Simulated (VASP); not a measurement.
A run of VASP 6.6.1 is set up as follows.

INCAR

```
SYSTEM = Sn
PREC = Accurate ; ENCUT = 520
EDIFF = 1E-6 ; ISMEAR = 0
SIGMA = 0.1 ; LREAL = .FALSE.
LASPH = .TRUE. ; NELM = 60
ALGO = Normal ; ISIF = 2
LWAVE = .FALSE. ; LCHARG = .FALSE.
GGA = PE ; NBANDS = 21
```

The input KPOINTS:

```
Automatic mesh
0
G
  7 7 7
  0 0 0
```

POSCAR

```
Sn
1.0
    0.0000000000      3.2333428000      3.2333428000
    3.2333428000      0.0000000000      3.2333428000
    3.2333428000      3.2333428000      0.0000000000
Sn
2
Direct
    0.7500000000      0.7500000000      0.7500000000
    0.5000000000      0.5000000000      0.5000000000
```

Potentials or basis: VASP PAW PBE potentials, release 64 (Sn_d).

Run with:

```console
$ cat potpaw_PBE.64/Sn_d/POTCAR > POTCAR
$ mpirun -np 1 vasp_std > vasp.out
```

(1) Estimate the band gap on the k mesh.

(2) Predict the pressure.

Answers

(1) zero (bands 14 and 15 overlap by 0.04 eV).

(2) 3.8 GPa.

Caveat: the cell stands under pressure; spin-orbit coupling is left out, which moves the levels of the heavy elements.
